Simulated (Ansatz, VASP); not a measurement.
## One calculation of AlH6, two programs

```xyz
7
Lattice="5.8771 0.0000 0.0000 -2.9386 5.0897 0.0000 0.0000 0.0000 2.6893" Properties=species:S:1:pos:R:3 pbc="T T T"
Al    0.0000    0.0000    1.3447
H     3.3251    0.0000    1.3447
H    -1.6626    2.8797    1.3447
H     1.2760    2.2101    1.3447
H     2.5520    0.0000    1.3447
H    -1.2760    2.2101    1.3447
H     1.6626    2.8797    1.3447
```

Alike in both runs: task relaxation of cell and atoms; functional PBE; k mesh 6 × 6 × 14; occupations gaussian, width 0.1 eV; no spin polarisation.

|  | VASP | Ansatz |
| --- | --- | --- |
| version | VASP 6.6.1 | Ansatz 0.2.0 |
| potentials or method | VASP PAW PBE potentials, release 64 (Al, H), cutoff 600 eV | scalar-relativistic, plane waves, PAW |
| valence electrons in the cell | 9 | 9 |

|  | VASP | Ansatz | Ansatz less VASP |
| --- | --- | --- | --- |
| gap on the k mesh at the Fermi level, each at its own relaxed structure (eV) | none | none | - |
| relaxed volume (Å³/atom) | 11.03 | 11.20 | +0.167 |
| relaxed cell length with the largest relative difference (Å) | 5.906 | 5.947 | +0.0414 |

A gap of «none» marks a metal or a gap that the smearing closes.
